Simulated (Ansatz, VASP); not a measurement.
**Lu in VASP and in Ansatz**

```
Lu
1.0
     3.50310    0.00000    0.00000
    -1.75155    3.03377    0.00000
     0.00000    0.00000    5.43988
Lu
2
Direct
  0.66667 0.33333 0.75000
  0.33333 0.66667 0.25000
```

Alike in both runs: functional PBE; k mesh 7 × 7 × 4; occupations fermi-dirac, width 0.05 eV; no spin polarisation.

```csv
,VASP,Ansatz
version,VASP 6.6.1,Ansatz 0.2.0
potentials or method,"VASP PAW PBE potentials, release 64 (Lu)",Ansatz PAW
plane-wave cutoff (eV),520,420
valence electrons in the cell,50,50
task,single point,band structure
```

Ansatz gave:

* gap on the k mesh at the Fermi level (eV): none
* pressure (GPa): 0.2
* traceless stress, the component that is largest in VASP (GPa): 0.13

What did VASP give for the same quantities?

gap on the k mesh at the Fermi level (eV): none; pressure (GPa): 0.5; traceless stress, the component that is largest in VASP (GPa): 0.13.

A gap of «none» marks a metal or a gap that the smearing closes.

Neither program's run includes spin-orbit coupling.
